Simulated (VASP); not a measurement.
Wanted: the native input for a VASP 6.6.1 run.

* Task: single point
* Functional: PBE
* Potentials or basis: VASP PAW PBE potentials, release 64 (Zn, Si, N)
* Cutoff: 600 eV
* k mesh: 12 × 12 × 14
* Occupations: gaussian, width 0.1 eV
* Spin: no spin polarisation
* Dipole correction: no
* Further INCAR settings: ALGO = Normal; EDIFF = 1e-06; NBANDS = 24

The structure of Zn2SiN lies in POSCAR:

```
Zn2SiN
1.0
    3.8006901426      0.0000000000      0.0000000000
    0.0000000000      3.8006901426      0.0000000000
    0.0000000000      0.0000000000      3.6481118523
Zn Si N
2 1 1
Direct
    0.0000000000      0.5000000000      0.5000000000
    0.5000000000      0.0000000000      0.5000000000
    0.5000000000      0.5000000000      0.0000000000
    0.0000000000      0.0000000000      0.0000000000
```

The cell was generated, and may not be a known phase.

These files were run (other wordings do the same):

INCAR

```
SYSTEM = Zn2SiN
  PREC = Accurate
  ENCUT = 600
  EDIFF = 1E-6
  ISMEAR = 0
  SIGMA = 0.1
  LREAL = .FALSE.
  LASPH = .TRUE.
  NELM = 120
  ALGO = Normal
  ISIF = 2
  LWAVE = .FALSE.
  LCHARG = .FALSE.
  GGA = PE
  NBANDS = 24
  GGA_COMPAT = .FALSE.
```

KPOINTS

```
regular mesh
0
G
  12 12 14
  0 0 0
```

Potentials or basis: VASP PAW PBE potentials, release 64 (Zn, Si, N).

Command:

```console
$ cat potpaw_PBE.64/Zn/POTCAR potpaw_PBE.64/Si/POTCAR potpaw_PBE.64/N/POTCAR > POTCAR
$ mpirun -np 1 vasp_std > vasp.out
```

Results of the run:

```
Pressure               : 0.0 GPa
Band gap on the k mesh : zero (an odd number of electrons rules out a gap without spin polarisation)
```

Run time: 2.6 min on 1 thread of AMD EPYC 9R45 96-Core Processor (Zen 5) (shared host), peak memory 0.39 GiB.
